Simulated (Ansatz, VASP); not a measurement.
F in VASP and in Ansatz

File INCAR:

```
PREC     = Accurate       # precision mode
ENCUT    = 520            # plane-wave cutoff, eV
EDIFF    = 1E-7           # SCF threshold, eV
ISMEAR   = 0              # smearing method
SIGMA    = 0.05           # smearing width, eV
LREAL    = False          # projectors in reciprocal space
LASPH    = True           # aspherical terms in the spheres
NELM     = 100            # most SCF steps
ALGO     = Normal         # electronic algorithm
ISIF     = 2              # what is computed and relaxed
LWAVE    = False          # write WAVECAR
LCHARG   = False          # write CHGCAR
GGA      = PE             # functional
IVDW     = 12             # dispersion correction
NBANDS   = 22             # bands
```

KPOINTS

```
regular mesh
0
Gamma
  8 8 4
```

Contents of POSCAR:

```
F
1.0
    2.7073364598     -1.8274947969      0.2857131607
    2.7073364598      1.8274947969      0.2857131607
   -0.8456245961      0.0000000000      6.8843873233
F
4
Direct
    0.9138648456      0.5855481450      0.0939279973
    0.4144518550      0.0861351544      0.4060720027
    0.0861351544      0.4144518550      0.9060720027
    0.5855481450      0.9138648456      0.5939279973
```

Input for Ansatz:

```yaml
crystal:
  lattice:
    - [2.7073364598, -1.8274947969, 0.2857131607]
    - [2.7073364598, 1.8274947969, 0.2857131607]
    - [-0.8456245961, 0.0, 6.8843873233]
  atoms:
    - { symbol: F, position: [0.9138648456, 0.585548145, 0.0939279973] }
    - { symbol: F, position: [0.414451855, 0.0861351544, 0.4060720027] }
    - { symbol: F, position: [0.0861351544, 0.414451855, 0.9060720027] }
    - { symbol: F, position: [0.585548145, 0.9138648456, 0.5939279973] }
basis:
  ecutwfc: 520.0
kpoints:
  mp_grid: { grid: [8, 8, 4] }
hamiltonian:
  xc: pbe
  dispersion: d3bj
scf:
  occupations: { method: gaussian, width: 0.05 }
output:
  forces: true
  stress: true
  eigenvalues: true
```

Change from the starting cell: volume 17.252 Å^3 an atom, stretch along a over the lengths across it, relative to the relaxed cell 0.9416.

Alike in both runs: task single point; functional PBE; dispersion D3(BJ); k mesh 8 × 8 × 4; occupations gaussian, width 0.05 eV; no spin polarisation.

|  | VASP | Ansatz |
| --- | --- | --- |
| version | VASP 6.6.1 | Ansatz 0.2.0 |
| potentials or method | VASP PAW PBE potentials, release 64 (F), cutoff 520 eV | scalar-relativistic, plane waves, PAW |
| valence electrons in the cell | 28 | 28 |

```tsv
	VASP	Ansatz	Ansatz less VASP
gap on the k mesh at the Fermi level (eV)	2.64	2.71	+0.067
least direct gap on the mesh (eV)	2.64	2.71	+0.067
pressure (GPa)	-1.9	-2.1	-0.23
traceless stress, the component that is largest in VASP (GPa)	-2.01	-3.04	-1.036
rms of the force components (eV/Å)	0.334	0.521	+0.1864
```

Atom by atom the forces differ by 0.186 eV/Å (rms over components).
